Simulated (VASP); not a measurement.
# Lu (Im-3m) in VASP: a series of runs

Lu is run at these levels: RPBE; tasks: single point.

Program: VASP 6.6.1. These are calculated values, not measurements. Logs are shortened: lines on timing, memory, paths and dates and some standing lists are left out, and cuts for length are marked.

## (1) The cell of the first run

It takes space group Im-3m (No. 229, cubic). The conventional cell has a = 3.964 Å, b = 3.964 Å, c = 3.964 Å, α = 90.00°, β = 90.00°, γ = 90.00°. Within 4.5 Å of Lu (site symmetry m-3m) lie 14 Lu at 3.43 to 3.96 Å.

## (2) Single point, RPBE

Input file INCAR:

```
SYSTEM = Lu
ALGO = Normal ; EDIFF = 1E-6
ENCUT = 520 ; GGA = RP
ISIF = 2 ; ISMEAR = -1
LASPH = .True. ; LCHARG = .True.
LELF = .True. ; LREAL = .False.
LVHAR = .True. ; LWAVE = .False.
NBANDS = 18 ; NELM = 100
PREC = Accurate ; SIGMA = 0.1
```

Input file KPOINTS:

```
k-points
0
Gamma
  13 13 13
  0 0 0
```

Input file POSCAR:

```
Lu
1.0
   -1.9819633453      1.9819633453      1.9819633453
    1.9819633453     -1.9819633453      1.9819633453
    1.9819633453      1.9819633453     -1.9819633453
Lu
1
Direct
    0.0000000000      0.0000000000      0.0000000000
```

Potentials or basis: VASP PAW PBE potentials, release 64 (Lu).

Run with:

```bash
$ cat potpaw_PBE.64/Lu/POTCAR > POTCAR
$ mpirun -np 1 vasp_std > vasp.out
```

OUTCAR:

```text
SYSTEM = Lu
   EDIFF = 1E-6
   ENCUT = 520
   GGA = RP
   ISIF = 2
   ISMEAR = -1
   LASPH = .True.
   LREAL = .False.
   NELM = 100
   PREC = Accurate

 ion  position               nearest neighbor table
   1  0.000  0.000  0.000-

  LATTYP: Found a body centered cubic cell.
 ALAT       =     3.9639266906

  Lattice vectors:

 A1 = (  -1.9819633453,   1.9819633453,   1.9819633453)
 A2 = (   1.9819633453,  -1.9819633453,   1.9819633453)
 A3 = (   1.9819633453,   1.9819633453,  -1.9819633453)

Analysis of symmetry for initial positions (statically):
=====================================================================
 Subroutine PRICEL returns:
 Original cell was already a primitive cell.

 Routine SETGRP: Setting up the symmetry group for a
 body centered cubic supercell.

 Subroutine GETGRP returns: Found 48 space group operations
 (whereof 48 operations were pure point group operations)
 out of a pool of 48 trial point group operations.

The static configuration has the point symmetry O_h .

Analysis of symmetry for dynamics (positions and initial velocities):
=====================================================================
 Subroutine PRICEL returns:
 Original cell was already a primitive cell.

 Routine SETGRP: Setting up the symmetry group for a
 body centered cubic supercell.

 Subroutine GETGRP returns: Found 48 space group operations
 (whereof 48 operations were pure point group operations)
 out of a pool of 48 trial point group operations.

The dynamic configuration has the point symmetry O_h .

 Subroutine INISYM returns: Found 48 space group operations
 (whereof 48 operations are pure point group operations),
 and found     1 'primitive' translations

----------------------------------------------------------------------------------------

                                     Primitive cell

  volume of cell :      31.1420

  direct lattice vectors                    reciprocal lattice vectors
    -1.981963345  1.981963345  1.981963345     0.000000000  0.252275099  0.252275099
     1.981963345 -1.981963345  1.981963345     0.252275099  0.000000000  0.252275099
     1.981963345  1.981963345 -1.981963345     0.252275099  0.252275099  0.000000000

  length of vectors
     3.432861213  3.432861213  3.432861213     0.356770867  0.356770867  0.356770867

  position of ions in fractional coordinates (direct lattice)
     0.000000000  0.000000000  0.000000000

  ion indices of the primitive-cell ions
   primitive index   ion index
                 1           1

----------------------------------------------------------------------------------------

 KPOINTS: k-points

Automatic generation of k-mesh.
 Grid dimensions read from file:
 generate k-points for:   13   13   13

 Generating k-lattice:

  Cartesian coordinates                     Fractional coordinates (reciprocal lattice)
     0.000000000  0.019405777  0.019405777     0.076923077  0.000000000  0.000000000
     0.019405777  0.000000000  0.019405777     0.000000000  0.076923077  0.000000000
     0.019405777  0.019405777  0.000000000     0.000000000  0.000000000  0.076923077

  Length of vectors
     0.027443913  0.027443913  0.027443913

  Shift w.r.t. Gamma in fractional coordinates (k-lattice)
     0.000000000  0.000000000  0.000000000

 Subroutine IBZKPT returns following result:
 ===========================================

 Found     84 irreducible k-points:

 Following reciprocal coordinates:
            Coordinates               Weight
  0.000000  0.000000  0.000000      1.000000
  0.076923  0.000000  0.000000     12.000000
  0.153846  0.000000  0.000000     12.000000
  0.230769  0.000000  0.000000     12.000000
  0.307692  0.000000  0.000000     12.000000
  0.384615  0.000000  0.000000     12.000000
[... 16 lines left out ...]
  0.153846  0.076923  0.076923     24.000000
  0.230769  0.076923  0.076923     24.000000
 [... further k-points ...]
   k-points           NKPTS =     84   k-points in BZ     NKDIM =     84   number of bands    NBANDS=     18
   number of dos      NEDOS =    301   number of ions     NIONS =      1
   total plane-waves  NPLWV =  21952
   dimension x,y,z NGX =    28 NGY =   28 NGZ =   28
   dimension x,y,z NGXF=    56 NGYF=   56 NGZF=   56
   ions per type =               1
   NGX,Y,Z   is equivalent  to a cutoff of  13.56, 13.56, 13.56 a.u.
   NGXF,Y,Z  is equivalent  to a cutoff of  27.12, 27.12, 27.12 a.u.
 SYSTEM =  Lu
   PREC   = accura    normal or accurate (medium, high low for compatibility)
   ISTART =      0    job   : 0-new  1-cont  2-samecut
   ICHARG =      2    charge: 1-file 2-atom 10-const
   ISPIN  =      1    spin polarized calculation?
   LNONCOLLINEAR =      F non collinear calculations
   LSORBIT =      F    spin-orbit coupling
   LASPH  =      T    aspherical Exc in radial PAW
   ENCUT  =  520.0 eV  38.22 Ry    6.18 a.u.   6.38  6.38  6.38*2*pi/ulx,y,z
   NELM   =    100;   NELMIN=  2; NELMDL= -5     # of ELM steps
   EDIFF  = 0.1E-05   stopping-criterion for ELM
   LREAL  =      F    real-space projection
   EDIFFG = 0.1E-04   stopping-criterion for IOM
   NSW    =      0    number of steps for IOM
   IBRION =     -1    ionic relax: 0-MD 1-quasi-New 2-CG
   NFREE  =      0    steps in history (QN), initial steepest desc. (CG)
   ISIF   =      2    stress and relaxation
   ISYM   =      2    0-nonsym 1-usesym 2-fastsym
   POTIM  = 0.5000    time-step for ionic-motion
   TEBEG  =    0.0;   TEEND  =   0.0 temperature during run
   PSTRESS=    0.0 pullay stress
   NELECT =      25.0000    total number of electrons
   NUPDOWN=      -1.0000    fix difference up-down
   EMIN   =  10.00;   EMAX   =-10.00  energy-range for DOS
   EFERMI =   0.00;   METHOD = LEGACY
   ISMEAR =    -1;   SIGMA  =   0.10  broadening in eV -4-tet -1-fermi 0-gaus
   EFERMI_NEDOS =   21; number of points for ismear=-14 and -15
   IALGO  =     38    algorithm
   IMIX   =      4    mixing-type and parameters
     AMIX     =   0.40;   BMIX     =  1.00
     AMIX_MAG =   1.60;   BMIX_MAG =  1.00
  volume/ion in A,a.u.               =      31.14       210.16
  Fermi-wavevector in a.u.,A,eV,Ry     =   1.521502  2.875222 31.497060  2.314969
  Thomas-Fermi vector in A             =   2.630208
   LORBIT       =      0    0 simple, 1 ext, 2 COOP (PROOUT), +10 PAW based schemes
   GGA     = RP    functional components
   LHFCALC =     F    Hartree Fock is set to
   AEXX    =    0.0000 exact exchange contribution
   IVDW    =     0    specifies the selected vdW correction
   LEPSILON=     F    determine dielectric tensor
   LRPA    =     F    only Hartree local field effects (RPA)
 non-spin polarized calculation
  energy-cutoff  :      520.00
  volume of cell :       31.14
 maximum number of plane-waves:       887
 NGX is ok and might be reduce to    28
   NGX = 13   NGY = 13   NGZ = 13

 number of electron      25.0000012 magnetization

 Free energy of the ion-electron system (eV)
  ---------------------------------------------------
  ext. energy  EPLUGINS =         0.00000000
  ---------------------------------------------------
  free energy    TOTEN  =        -4.09838299 eV

  energy without entropy =       -4.02625275  energy(sigma->0) =       -4.06231787

 E-fermi :   2.2112     XC(G=0): -10.2154

 val. band max:        2.2103513935   @ k =   0.3077   0.1538   0.1538
 cond. band min:       2.2119126624   @ k =  -0.3846  -0.3846   0.0769
 fundamental gap:      0.0015612689
 Fermi energy:         2.2111756184

 k-point     1 :       0.0000    0.0000    0.0000
  band No.  band energies     occupation
      1     -54.3846      2.00000
      2     -24.8267      2.00000
      3     -24.8267      2.00000
      4     -24.8267      2.00000
      5      -3.7496      2.00000
      6      -3.0553      2.00000
[... 10 lines left out ...]
     17       6.4012      0.00000
     18      13.5138      0.00000

 k-point     2 :       0.0769    0.0000    0.0000
  band No.  band energies     occupation
      1     -54.3833      2.00000
      2     -24.8498      2.00000
      3     -24.8342      2.00000
      4     -24.8266      2.00000
      5      -3.5887      2.00000
      6      -3.0540      2.00000
[... 10 lines left out ...]
     17       6.4005      0.00000
     18      13.6778      0.00000

 k-point     3 :       0.1538    0.0000    0.0000
  band No.  band energies     occupation
      1     -54.3796      2.00000
      2     -24.9136      2.00000
      3     -24.8550      2.00000
      4     -24.8267      2.00000
      5      -3.1236      2.00000
      6      -3.0508      2.00000
[... 10 lines left out ...]
     17       6.4178      0.00000
     18      13.9122      0.00000

 k-point     4 :       0.2308    0.0000    0.0000
  band No.  band energies     occupation
      1     -54.3744      2.00000
      2     -25.0018      2.00000
      3     -24.8843      2.00000
      4     -24.8268      2.00000
      5      -3.0474      2.00000
      6      -3.0343      2.00000
[... 10 lines left out ...]
     17       6.4936      0.00000
     18      13.5188      0.00000

 k-point     5 :       0.3077    0.0000    0.0000
  band No.  band energies     occupation
      1     -54.3690      2.00000
      2     -25.0936      2.00000
      3     -24.9151      2.00000
      4     -24.8268      2.00000
      5      -3.0459      2.00000
      6      -3.0248      2.00000
[... 10 lines left out ...]
     17       6.7184      0.00000
     18      12.2802      0.00000

 k-point     6 :       0.3846    0.0000    0.0000
  band No.  band energies     occupation
      1     -54.3644      2.00000
      2     -25.1682      2.00000
      3     -24.9404      2.00000
      4     -24.8269      2.00000
      5      -3.0463      2.00000
      6      -3.0312      2.00000
[... 307 lines left out ...]
 k-point    21 :       0.3077    0.3077    0.0000
  band No.  band energies     occupation
      1     -54.3589      2.00000
      2     -25.1231      2.00000
      3     -25.0634      2.00000
      4     -24.8749      2.00000
      5      -3.0448      2.00000
      6      -3.0261      2.00000
[... 10 lines left out ...]
     17       7.9173      0.00000
     18      10.2795      0.00000

 k-point    22 :       0.0769    0.0769    0.0769
  band No.  band energies     occupation
      1     -54.3775      2.00000
      2     -24.9580      2.00000
      3     -24.8433      2.00000
      4     -24.8433      2.00000
      5      -3.0468      2.00000
      6      -3.0410      2.00000
[... 10 lines left out ...]
     17       6.2295      0.00000
     18      14.1774      0.00000

 k-point    23 :       0.1538    0.0769    0.0769
  band No.  band energies     occupation
      1     -54.3729      2.00000
      2     -25.0323      2.00000
      3     -24.8736      2.00000
      4     -24.8448      2.00000
      5      -3.0420      2.00000
      6      -3.0315      2.00000
[... 10 lines left out ...]
     17       6.4906      0.00000
     18      13.8100      0.00000

 k-point    24 :       0.2308    0.0769    0.0769
  band No.  band energies     occupation
      1     -54.3679      2.00000
      2     -25.1034      2.00000
      3     -24.9123      2.00000
      4     -24.8463      2.00000
      5      -3.0398      2.00000
      6      -3.0269      2.00000
[... 10 lines left out ...]
     17       7.1877      0.00000
     18      11.8557      0.00000

 [... further k-points ...]
[... 5 lines left out ...]
  --------------------------------------------------------------------------------------
  -------------------------------------------------------------------------------------
  Total        0.0160081      0.0160081      0.0160081     -0.0000000     -0.0000000     -0.0000000
  in kB        0.8235778      0.8235778      0.8235778     -0.0000000     -0.0000000     -0.0000000
  external PRESSURE =       0.8235778 kB  Pullay stress =       0.0000000 kB

 VOLUME and BASIS-vectors are now :
 -----------------------------------------------------------------------------
  energy-cutoff  :      520.00
  volume of cell :       31.14
      direct lattice vectors                 reciprocal lattice vectors
    -1.981963345  1.981963345  1.981963345     0.000000000  0.252275099  0.252275099
     1.981963345 -1.981963345  1.981963345     0.252275099  0.000000000  0.252275099
     1.981963345  1.981963345 -1.981963345     0.252275099  0.252275099  0.000000000

 POSITION                                       TOTAL-FORCE (eV/Angst)
 -----------------------------------------------------------------------------------
      0.00000      0.00000      0.00000         0.000000     -0.000000      0.000000
 -----------------------------------------------------------------------------------
    total drift:                               -0.000000     -0.000000     -0.000000

  FREE ENERGIE OF THE ION-ELECTRON SYSTEM (eV)
  ---------------------------------------------------
  free  energy   TOTEN  =        -4.0983829878 eV

  energy  without entropy=       -4.0262527547  energy(sigma->0) =       -4.06231787
```

Run time: 40 s. Hardware: 1 thread of Intel Xeon Platinum 8259CL at 2.50GHz (Skylake/Cascade Lake), shared host; peak memory 0.2 GiB.

What came out:

```yaml
Free_energy: -4.0984 eV
Pressure: 0.1 GPa
```

Caveat: the PAW data sets were made with another functional, which shifts forces and pressure a little; spin-orbit coupling is left out, which moves the levels of the heavy elements.

## (3) Single point, RPBE (volume scaled by 1.04)

Input file INCAR:

```
  ALGO = Normal
  EDIFF = 1E-7
  ENCUT = 520
  GGA = RP
  ISIF = 2
  ISMEAR = -1
  LASPH = True
  LCHARG = True
  LELF = True
  LREAL = False
  LVHAR = True
  LWAVE = False
  NBANDS = 18
  NELM = 60
  PREC = Accurate
  SIGMA = 0.1
```

Input file KPOINTS:

```
k-points
0
Gamma
  13 13 13
```

Input file POSCAR:

```
Lu
1.0
   -2.0080448013      2.0080448013      2.0080448013
    2.0080448013     -2.0080448013      2.0080448013
    2.0080448013      2.0080448013     -2.0080448013
Lu
1
Direct
    0.0000000000      0.0000000000      0.0000000000
```

Potentials or basis: VASP PAW PBE potentials, release 64 (Lu).

Run with:

```bash
$ cat potpaw_PBE.64/Lu/POTCAR > POTCAR
$ mpirun -np 1 vasp_std > vasp.out
```

Run time: 46 s. Hardware: 1 thread of Intel Xeon Platinum 8259CL at 2.50GHz (Skylake/Cascade Lake), shared host; peak memory 0.2 GiB.

The run converged. Its results:

* Free energy: -4.0935 eV
* Pressure: -1.4 GPa

Levels at points of the mesh, in eV from the Fermi level:
```tsv
k point	band 9	band 10	band 11	band 12	band 13	band 14	band 15	band 16
(0.00, 0.00, 0.00)	-5.27	-5.27	-5.27	-5.26	2.07	2.07	2.07	4.07
```

Caveat: the PAW data sets were made with another functional, which shifts forces and pressure a little; spin-orbit coupling is left out, which moves the levels of the heavy elements.

(Continued in part 2 of 2.)
